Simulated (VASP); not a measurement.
NaH4, 5 atoms in the cell. It takes space group P6/mmm (No. 191, hexagonal). Conventional cell: a = 2.915 Å, b = 2.915 Å, c = 6.738 Å, α = 90.00°, β = 90.00°, γ = 120.00°. Within 2.9 Å of Na (site symmetry 6/mmm) lie 12 H at 2.23 Å. H (site symmetry 3m) has 3 H at 1.68 Å within 2.2 Å. 

| Item | Value |
| --- | --- |
| Program | VASP 6.6.1 |
| Task | relaxation of cell and atoms |
| Functional | PBE |
| Potentials or basis | VASP PAW PBE potentials, release 64 (Na_pv, H) |
| Cutoff | 600 eV |
| k mesh | 12 × 12 × 6 |
| Occupations | gaussian, width 0.1 eV |
| Spin | no spin polarisation |
| Dipole correction | no |
| Further INCAR settings | ALGO = Normal; EDIFF = 1e-06; IBRION = 2; EDIFFG = -0.01; NSW = 100; ISIF = 3 |

Potentials or basis: VASP PAW PBE potentials, release 64 (Na_pv, H).

Launch:

```sh
$ cat potpaw_PBE.64/Na_pv/POTCAR potpaw_PBE.64/H/POTCAR > POTCAR
$ mpirun -np 1 vasp_std > vasp.out
```

Hardware: 1 thread of Intel(R) Xeon(R) Platinum 8375C CPU @ 2.90GHz (Ice Lake), on a shared host.

**Question.** How long does it take, and how much memory?

**Answer.** It took 68 s on 1 thread of Intel(R) Xeon(R) Platinum 8375C CPU @ 2.90GHz (Ice Lake) (shared host), peak memory 0.19 GiB. Counts: scf iterations 38, k points 76, ion steps 5.
